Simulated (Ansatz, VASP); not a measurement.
# Two plane-wave programs on Ta

INCAR

```
PREC = Accurate ; ENCUT = 520
EDIFF = 1E-7 ; ISMEAR = -1
SIGMA = 1.0 ; LREAL = F
LASPH = T ; NELM = 60
ALGO = Normal ; ISIF = 2
LWAVE = F ; LCHARG = F
GGA = CA ; NBANDS = 12
```

File KPOINTS:

```
Automatic mesh
0
Gamma
  14 14 14
```

Contents of POSCAR:

```
Ta
1.0
   -1.6276710318      1.6276710318      1.6276710318
    1.6276710318     -1.6276710318      1.6276710318
    1.6276710318      1.6276710318     -1.6276710318
Ta
1
Direct
    0.0000000000      0.0000000000      0.0000000000
```

Input for Ansatz:

```yaml
crystal:
  lattice:
    - [-1.6276710318, 1.6276710318, 1.6276710318]
    - [1.6276710318, -1.6276710318, 1.6276710318]
    - [1.6276710318, 1.6276710318, -1.6276710318]
  atoms:
    - { symbol: Ta, position: [0.0, 0.0, 0.0] }
hamiltonian:
  xc: lda
  pseudopotentials:
    kind: paw
    azcp:
      Ta: "pseudopotentials/Ta.paw.azcp"
basis:
  ecutwfc: 420
  fft_grid_basis: typed
kpoints:
  mp_grid: { grid: [14, 14, 14], shift: [0, 0, 0] }
magnetization:
  spin_polarized: false
scf:
  occupations: { method: fermi_dirac, width: 1.0 }
  lower_state_search: "off"
output:
  stress: true
```

Alike in both runs: task single point; functional LDA; k mesh 14 × 14 × 14; occupations fermi-dirac, width 1 eV; no spin polarisation.

|  | VASP | Ansatz |
| --- | --- | --- |
| version | VASP 6.6.1 | Ansatz 0.2.0 |
| potentials or method | VASP PAW LDA potentials, release 64 (Ta_pv), cutoff 520 eV | plane waves (420 eV) with PAW, scalar-relativistic |
| valence electrons in the cell | 11 | 13 |

|  | VASP | Ansatz | Ansatz less VASP |
| --- | --- | --- | --- |
| pressure (GPa) | 15.0 | 14.0 | -0.97 |

Ansatz warns that its potentials were made for another functional, while VASP's fit it. LDA's correlation is that of Perdew and Zunger in VASP and of Perdew and Wang (1992) in Ansatz. VASP's potentials hold 11 valence electrons a cell and Ansatz's 13, so a difference there can come from the potentials and not from the codes.

Spin-orbit coupling is off throughout.
